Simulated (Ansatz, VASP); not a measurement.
**Two plane-wave programs on Si4BW**

INCAR

```
PREC = Accurate
ENCUT = 520
EDIFF = 1E-6
ISMEAR = 0
SIGMA = 0.1
LREAL = False
LASPH = True
NELM = 60
ALGO = Normal
ISIF = 2
LWAVE = False
LCHARG = False
GGA = PE
NBANDS = 26
```

The input KPOINTS:

```
regular mesh
0
Gamma
  4 4 4
```

POSCAR

```
Si4BW
1.0
    0.0000000000      3.4434011300      3.4434011300
    3.4434011300      0.0000000000      3.4434011300
    3.4434011300      3.4434011300      0.0000000000
Si B W
4 1 1
Direct
    0.8769079000      0.3692763100      0.8769079000
    0.8769079000      0.8769079000      0.3692763100
    0.8769079000      0.8769079000      0.8769079000
    0.3692763100      0.8769079000      0.8769079000
    0.2500000000      0.2500000000      0.2500000000
    0.5000000000      0.5000000000      0.5000000000
```

Input for Ansatz:

```yaml
crystal:
  lattice:
    - [0.0, 3.44340113, 3.44340113]
    - [3.44340113, 0.0, 3.44340113]
    - [3.44340113, 3.44340113, 0.0]
  atoms:
    - { symbol: Si, position: [0.8769079, 0.36927631, 0.8769079] }
    - { symbol: Si, position: [0.8769079, 0.8769079, 0.36927631] }
    - { symbol: Si, position: [0.8769079, 0.8769079, 0.8769079] }
    - { symbol: Si, position: [0.36927631, 0.8769079, 0.8769079] }
    - { symbol: B, position: [0.25, 0.25, 0.25] }
    - { symbol: W, position: [0.5, 0.5, 0.5] }
basis:
  ecutwfc: 420
kpoints:
  mp_grid: { grid: [4, 4, 4] }
hamiltonian:
  xc: pbe
scf:
  occupations: { method: gaussian, width: 0.1 }
  lower_state_search: "off"
output:
  forces: true
  stress: true
  eigenvalues: true
```

Change from the starting cell: species swapped into the Be4AlFe type (F-43m, No. 216).

Alike in both runs: task single point; functional PBE; k mesh 4 × 4 × 4; occupations gaussian, width 0.1 eV; no spin polarisation.

|  | VASP | Ansatz |
| --- | --- | --- |
| version | VASP 6.6.1 | Ansatz 0.2.0 |
| potentials or method | VASP PAW PBE potentials, release 64 (Si, B, W_sv), cutoff 520 eV | scalar-relativistic, plane waves, PAW |
| valence electrons in the cell | 33 | 33 |

|  | VASP | Ansatz | Ansatz less VASP |
| --- | --- | --- | --- |
| gap on the k mesh at the Fermi level (eV) | none | none | - |
| pressure (GPa) | -5.3 | -5.2 | +0.07 |
| rms of the force components (eV/Å) | 0.286 | 0.288 | +0.0023 |

Atom by atom the forces differ by 0.002 eV/Å (rms over components). A gap of «none» marks a metal or a gap that the smearing closes.

The k mesh is coarse, so the values compare programs but aren't converged. Neither program's run includes spin-orbit coupling.
